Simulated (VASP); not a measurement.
# Ti2Al6H in VASP: further runs

Runs on Ti2Al6H. Level: PBE+D3(BJ). Tasks: single point.

Program: VASP 6.6.1. These are calculated values, not measurements. Logs are shortened: lines on timing, memory, paths and dates and some standing lists are left out, and cuts for length are marked.

**1. The cell of the first run**

The cell holds a slab with vacuum, 9 atoms: a = 5.024 Å, b = 5.024 Å, c = 21.119 Å, α = 90.00°, β = 90.00°, γ = 64.55°.

**2. Single point, PBE+D3(BJ)**

INCAR reads:

```
PREC = Accurate ; ENCUT = 520
EDIFF = 1E-7 ; ISMEAR = 0
SIGMA = 0.1 ; LREAL = F
LASPH = T ; NELM = 80
ALGO = Normal ; ISIF = 2
LWAVE = F ; LCHARG = T
LDIPOL = T ; IDIPOL = 3
DIPOL = 0.5 0.5 0.313 ; GGA = PE
IVDW = 12 ; LELF = T
LVHAR = T ; LVACPOTAV = T
NBANDS = 32
```

KPOINTS reads:

```
regular mesh
0
Gamma
  6 6 1
```

POSCAR reads:

```
Ti2Al6H
1.0
    5.0241861184      0.0000000000      0.0000000000
    2.1588814492      4.5367033229      0.0000000000
    0.0000000000      0.0000000000     21.1187114590
Al Ti H
6 2 1
Direct
    0.5000000000      0.0000000000      0.1894054951
    0.0000000000      0.5000000000      0.1894054951
    0.0000000000      0.0000000000      0.2529248171
    0.0000000000      0.5000000000      0.3208670637
    0.5000000000      0.0000000000      0.3208670637
    0.5000000000      0.5000000000      0.3844321409
    0.5000000000      0.5000000000      0.2529248171
    0.0000000000      0.0000000000      0.3814982025
    0.8333333333      0.8333333333      0.5264862622
```

Potentials or basis: VASP PAW PBE potentials, release 64 (Al, Ti_sv, H).

Run with:

```bash
cat potpaw_PBE.64/Al/POTCAR potpaw_PBE.64/Ti_sv/POTCAR potpaw_PBE.64/H/POTCAR > POTCAR
mpirun -np 1 vasp_std > vasp.out
```

OUTCAR:

```text
PREC = Accurate
   ENCUT = 520
   EDIFF = 1E-7
   ISMEAR = 0
   LREAL = F
   LASPH = T
   NELM = 80
   ISIF = 2
   GGA = PE
   IVDW = 12
 IVDW          = 12

 ion  position               nearest neighbor table
   1  0.500  0.000  0.189-   2 2.68   2 2.68   5 2.78   7 2.85   7 2.85   3 2.85   3 2.85
   2  0.000  0.500  0.189-   1 2.68   1 2.68   4 2.78   3 2.85   3 2.85   7 2.85   7 2.85
   3  0.000  0.000  0.253-   7 2.68   7 2.68   8 2.72   2 2.85   2 2.85   1 2.85   1 2.85   4 2.89
                             4 2.89   5 2.89   5 2.89
   4  0.000  0.500  0.321-   5 2.68   5 2.68   2 2.78   8 2.82   8 2.82   6 2.85   6 2.85   3 2.89
                             3 2.89   7 2.89   7 2.89
   5  0.500  0.000  0.321-   4 2.68   4 2.68   1 2.78   8 2.82   8 2.82   6 2.85   6 2.85   7 2.89
                             7 2.89   3 2.89   3 2.89
   6  0.500  0.500  0.384-   8 2.68   8 2.68   7 2.78   5 2.85   5 2.85   4 2.85   4 2.85
   7  0.500  0.500  0.253-   3 2.68   3 2.68   6 2.78   1 2.85   1 2.85   2 2.85   2 2.85   5 2.89
                             5 2.89   4 2.89   4 2.89
   8  0.000  0.000  0.381-   6 2.68   6 2.68   3 2.72   4 2.82   4 2.82   5 2.82   5 2.82
   9  0.833  0.833  0.526-

  LATTYP: Found a base centered orthorhombic cell.
 ALAT       =     5.3657849274
 B/A-ratio  =     1.5833231878
 C/A-ratio  =     3.9358102765

  Lattice vectors:

 A1 = (  -2.1588814492,  -4.5367033229,   0.0000000000)
 A2 = (   5.0241861184,   0.0000000000,   0.0000000000)
 A3 = (   0.0000000000,   0.0000000000,  21.1187114590)

Analysis of symmetry for initial positions (statically):
=====================================================================
 Subroutine PRICEL returns:
 Original cell was already a primitive cell.

 Routine SETGRP: Setting up the symmetry group for a
 base centered orthorhombic supercell.

 Subroutine GETGRP returns: Found  2 space group operations
 (whereof  2 operations were pure point group operations)
 out of a pool of  8 trial point group operations.

The static configuration has the point symmetry C_1h.

Analysis of symmetry for dynamics (positions and initial velocities):
=====================================================================
 Subroutine PRICEL returns:
 Original cell was already a primitive cell.

 Routine SETGRP: Setting up the symmetry group for a
 base centered orthorhombic supercell.

 Subroutine GETGRP returns: Found  2 space group operations
 (whereof  2 operations were pure point group operations)
 out of a pool of  8 trial point group operations.

The dynamic configuration has the point symmetry C_1h.

 Subroutine INISYM returns: Found  2 space group operations
 (whereof  2 operations are pure point group operations),
 and found     1 'primitive' translations

----------------------------------------------------------------------------------------

                                     Primitive cell

  volume of cell :     481.3639

  direct lattice vectors                    reciprocal lattice vectors
     5.024186118  0.000000000  0.000000000     0.199037212 -0.094715858  0.000000000
     2.158881449  4.536703323  0.000000000     0.000000000  0.220424376  0.000000000
     0.000000000  0.000000000 21.118711459     0.000000000  0.000000000  0.047351374

  length of vectors
     5.024186118  5.024186118 21.118711459     0.220424376  0.220424376  0.047351374

  position of ions in fractional coordinates (direct lattice)
     0.500000000  0.000000000  0.189405495
     0.000000000  0.500000000  0.189405495
     0.000000000  0.000000000  0.252924817
     0.000000000  0.500000000  0.320867064
     0.500000000  0.000000000  0.320867064
     0.500000000  0.500000000  0.384432141
     0.500000000  0.500000000  0.252924817
     0.000000000  0.000000000  0.381498202
     0.833333333  0.833333333  0.526486262

  ion indices of the primitive-cell ions
   primitive index   ion index
                 1           1
                 2           2
                 3           3
                 4           4
                 5           5
                 6           6
                 7           7
                 8           8
                 9           9

----------------------------------------------------------------------------------------

 KPOINTS: regular mesh

Automatic generation of k-mesh.
 Grid dimensions read from file:
 generate k-points for:    6    6    1

 Generating k-lattice:

  Cartesian coordinates                     Fractional coordinates (reciprocal lattice)
     0.033172869 -0.015785976  0.000000000     0.166666667  0.000000000  0.000000000
     0.000000000  0.036737396  0.000000000     0.000000000  0.166666667  0.000000000
     0.000000000  0.000000000  0.047351374     0.000000000  0.000000000  1.000000000

  Length of vectors
     0.036737396  0.036737396  0.047351374

  Shift w.r.t. Gamma in fractional coordinates (k-lattice)
     0.000000000  0.000000000  0.000000000

 Subroutine IBZKPT returns following result:
 ===========================================

 Found     13 irreducible k-points:

 Following reciprocal coordinates:
            Coordinates               Weight
  0.000000  0.000000  0.000000      1.000000
  0.166667 -0.000000  0.000000      4.000000
  0.333333 -0.000000  0.000000      4.000000
  0.500000 -0.000000  0.000000      2.000000
  0.166667  0.166667  0.000000      2.000000
  0.333333  0.166667  0.000000      4.000000
  0.500000  0.166667  0.000000      4.000000
 -0.333333  0.166667  0.000000      4.000000
 -0.166667  0.166667  0.000000      2.000000
  0.333333  0.333333  0.000000      2.000000
  0.500000  0.333333  0.000000      4.000000
 -0.333333  0.333333  0.000000      2.000000
  0.500000  0.500000  0.000000      1.000000
   k-points           NKPTS =     13   k-points in BZ     NKDIM =     13   number of bands    NBANDS=     32
   number of dos      NEDOS =    301   number of ions     NIONS =      9
   total plane-waves  NPLWV = 256000
   dimension x,y,z NGX =    40 NGY =   40 NGZ =  160
   dimension x,y,z NGXF=    80 NGYF=   80 NGZF=  320
   ions per type =               6   2   1
   NGX,Y,Z   is equivalent  to a cutoff of  13.24, 13.24, 12.60 a.u.
   NGXF,Y,Z  is equivalent  to a cutoff of  26.47, 26.47, 25.19 a.u.
 SYSTEM =  unknown system
   PREC   = accura    normal or accurate (medium, high low for compatibility)
   ISTART =      0    job   : 0-new  1-cont  2-samecut
   ICHARG =      2    charge: 1-file 2-atom 10-const
   ISPIN  =      1    spin polarized calculation?
   LNONCOLLINEAR =      F non collinear calculations
   LSORBIT =      F    spin-orbit coupling
   LASPH  =      T    aspherical Exc in radial PAW
   ENCUT  =  520.0 eV  38.22 Ry    6.18 a.u.   9.34  9.34 39.27*2*pi/ulx,y,z
   NELM   =     80;   NELMIN=  2; NELMDL= -5     # of ELM steps
   EDIFF  = 0.1E-06   stopping-criterion for ELM
   LREAL  =      F    real-space projection
   EDIFFG = 0.1E-05   stopping-criterion for IOM
   NSW    =      0    number of steps for IOM
   IBRION =     -1    ionic relax: 0-MD 1-quasi-New 2-CG
   NFREE  =      0    steps in history (QN), initial steepest desc. (CG)
   ISIF   =      2    stress and relaxation
   ISYM   =      2    0-nonsym 1-usesym 2-fastsym
   POTIM  = 0.5000    time-step for ionic-motion
   TEBEG  =    0.0;   TEEND  =   0.0 temperature during run
   PSTRESS=    0.0 pullay stress
   NELECT =      43.0000    total number of electrons
   NUPDOWN=      -1.0000    fix difference up-down
   EMIN   =  10.00;   EMAX   =-10.00  energy-range for DOS
   EFERMI =   0.00;   METHOD = LEGACY
   ISMEAR =     0;   SIGMA  =   0.10  broadening in eV -4-tet -1-fermi 0-gaus
   EFERMI_NEDOS =   21; number of points for ismear=-14 and -15
   IALGO  =     38    algorithm
   IMIX   =      4    mixing-type and parameters
     AMIX     =   0.40;   BMIX     =  1.00
     AMIX_MAG =   1.60;   BMIX_MAG =  1.00
  volume/ion in A,a.u.               =      53.48       360.93
  Fermi-wavevector in a.u.,A,eV,Ry     =   0.731824  1.382946  7.286817  0.535566
  Thomas-Fermi vector in A             =   1.824136
   LORBIT       =      0    0 simple, 1 ext, 2 COOP (PROOUT), +10 PAW based schemes
   GGA     = PE    functional components
   LHFCALC =     F    Hartree Fock is set to
   AEXX    =    0.0000 exact exchange contribution
   IVDW    =    12    specifies the selected vdW correction
   LEPSILON=     F    determine dielectric tensor
   LRPA    =     F    only Hartree local field effects (RPA)
 non-spin polarized calculation
 Gauss-broadening in eV      SIGMA  =   0.10
  energy-cutoff  :      520.00
  volume of cell :      481.36
 maximum number of plane-waves:     13000
 NGX is ok and might be reduce to    40
   NGX = 19   NGY = 19   NGZ = 79

 dipolmoment           0.000000      0.000000     -0.132159 electrons x Angstroem

 number of electron      43.0000002 magnetization

 dipolmoment           0.000000      0.000000      0.281476 electrons x Angstroem

 Free energy of the ion-electron system (eV)
  ---------------------------------------------------
  ext. energy  EPLUGINS =         0.00000000
  ---------------------------------------------------
  free energy    TOTEN  =       -37.02130064 eV

  energy without entropy =      -36.98694282  energy(sigma->0) =      -37.00412173

 E-fermi :  -1.5603     XC(G=0):  -4.0907

 val. band max:       -1.5788648436   @ k =   0.5000  -0.0000   0.0000
 cond. band min:      -1.5428494010   @ k =  -0.1667   0.1667   0.0000
 fundamental gap:      0.0360154427
 Fermi energy:        -1.5602718669

 k-point     1 :       0.0000    0.0000    0.0000
  band No.  band energies     occupation
      1     -58.5198      2.00000
      2     -58.1611      2.00000
      3     -34.9047      2.00000
      4     -34.8086      2.00000
      5     -34.6641      2.00000
      6     -34.5596      2.00000
[... 24 lines left out ...]
     31       1.0424      0.00000
     32       1.2879      0.00000

 k-point     2 :       0.1667   -0.0000    0.0000
  band No.  band energies     occupation
      1     -58.5198      2.00000
      2     -58.1611      2.00000
      3     -34.9047      2.00000
      4     -34.8087      2.00000
      5     -34.6645      2.00000
      6     -34.5594      2.00000
[... 24 lines left out ...]
     31       1.4268      0.00000
     32       1.5525      0.00000

 k-point     3 :       0.3333   -0.0000    0.0000
  band No.  band energies     occupation
      1     -58.5197      2.00000
      2     -58.1611      2.00000
      3     -34.9047      2.00000
      4     -34.8089      2.00000
      5     -34.6653      2.00000
      6     -34.5592      2.00000
[... 24 lines left out ...]
     31       1.4788      0.00000
     32       1.6995      0.00000

 k-point     4 :       0.5000   -0.0000    0.0000
  band No.  band energies     occupation
      1     -58.5197      2.00000
      2     -58.1611      2.00000
      3     -34.9047      2.00000
      4     -34.8090      2.00000
      5     -34.6657      2.00000
      6     -34.5590      2.00000
[... 24 lines left out ...]
     31       1.3248      0.00000
     32       1.7932      0.00000

 k-point     5 :       0.1667    0.1667    0.0000
  band No.  band energies     occupation
      1     -58.5198      2.00000
      2     -58.1611      2.00000
      3     -34.9047      2.00000
      4     -34.8088      2.00000
      5     -34.6642      2.00000
      6     -34.5595      2.00000
[... 199 lines left out ...]
     31       1.4117      0.00000
     32       1.5796      0.00000

 k-point    11 :       0.5000    0.3333    0.0000
  band No.  band energies     occupation
      1     -58.5197      2.00000
      2     -58.1611      2.00000
      3     -34.9047      2.00000
      4     -34.8093      2.00000
      5     -34.6648      2.00000
      6     -34.5592      2.00000
[... 24 lines left out ...]
     31       1.5425      0.00000
     32       1.7866      0.00000

 k-point    12 :      -0.3333    0.3333    0.0000
  band No.  band energies     occupation
      1     -58.5197      2.00000
      2     -58.1611      2.00000
      3     -34.9047      2.00000
      4     -34.8092      2.00000
      5     -34.6654      2.00000
      6     -34.5591      2.00000
[... 24 lines left out ...]
     31       1.2533      0.00000
     32       1.9677      0.00000

 k-point    13 :       0.5000    0.5000    0.0000
  band No.  band energies     occupation
      1     -58.5198      2.00000
      2     -58.1611      2.00000
      3     -34.9047      2.00000
      4     -34.8094      2.00000
      5     -34.6645      2.00000
      6     -34.5593      2.00000
[... 24 lines left out ...]
     31       1.7470      0.00000
     32       1.8187      0.00000

------------------------ aborting loop because EDIFF is reached ----------------------------------------

 Edisp (eV)   -2.02455

 E8    (eV) :    -0.9639

  FORCE on cell =-STRESS in cart. coord.  units (eV):
  Direction    XX          YY          ZZ          XY          YZ          ZX
  --------------------------------------------------------------------------------------
  -------------------------------------------------------------------------------------
  Total      -4.93064    -2.99511    -3.75790    -2.03368     0.25304     0.40064
  in kB     -16.41121    -9.96896   -12.50784    -6.76892     0.84221     1.33348
  external pressure =      -12.96 kB  Pullay stress =        0.00 kB

 VOLUME and BASIS-vectors are now :
 -----------------------------------------------------------------------------
  energy-cutoff  :      520.00
  volume of cell :      481.36
      direct lattice vectors                 reciprocal lattice vectors
     5.024186118  0.000000000  0.000000000     0.199037212 -0.094715858  0.000000000
     2.158881449  4.536703323  0.000000000     0.000000000  0.220424376  0.000000000
     0.000000000  0.000000000 21.118711459     0.000000000  0.000000000  0.047351374

 POSITION                                       TOTAL-FORCE (eV/Angst)
 -----------------------------------------------------------------------------------
      2.51209      0.00000      4.00000         0.002920      0.006061      0.493749
      1.07944      2.26835      4.00000         0.006728      0.000033      0.493749
      0.00000      0.00000      5.34145         0.007348      0.004641     -0.562818
      1.07944      2.26835      6.77630         0.026705      0.010465     -0.043274
      2.51209      0.00000      6.77630         0.020925      0.019617     -0.043274
      3.59153      2.26835      8.11871        -0.042008     -0.026532      0.222334
      3.59153      2.26835      5.34145         0.017078      0.010786     -0.525142
      0.00000      0.00000      8.05675        -0.225765     -0.142589      0.880452
      5.98589      3.78059     11.11871         0.186069      0.117518     -0.915776
 -----------------------------------------------------------------------------------
    total drift:                                0.000033      0.000021     -0.000018

  FREE ENERGIE OF THE ION-ELECTRON SYSTEM (eV)
  ---------------------------------------------------
  free  energy   TOTEN  =       -39.0458534515 eV

  energy  without entropy=      -39.0114956350  energy(sigma->0) =      -39.02867454

 vacuum level on the upper side and lower side of the slab         4.870         2.635
```

Wall time 9 min (1 thread of Intel Xeon Platinum 8259CL at 2.50GHz (Skylake/Cascade Lake), shared host); peak memory 0.63 GiB.

What came out:

* Free energy: -39.0459 eV
* Largest force: 0.942 eV/Å
* Dispersion energy per atom: -0.225 eV

Forces in eV/Å, atoms in the order of the input:
```
Al   0.003  0.006  0.494
Al   0.007  0.000  0.494
Al   0.007  0.005 -0.563
Al   0.027  0.010 -0.043
Al   0.021  0.020 -0.043
Al  -0.042 -0.027  0.222
Ti   0.017  0.011 -0.525
Ti  -0.226 -0.143  0.880
H    0.186  0.118 -0.916
```

Levels at points of the mesh, in eV from the Fermi level:
```
           k point  band 18  band 19  band 20  band 21  band 22  band 23  band 24  band 25  band 26  band 27
(0.00, 0.00, 0.00)    -1.09    -1.03    -0.93    -0.44    -0.19    -0.15     0.68     0.93     1.66     1.83
(0.50, 0.00, 0.00)    -0.63    -0.52    -0.26    -0.09    -0.02     0.30     0.79     1.00     1.24     1.49
(0.50, 0.50, 0.00)    -0.76    -0.36    -0.16     0.22     0.35     0.55     0.58     0.67     0.80     1.31
```

(Part 1 of 3 ends here.)
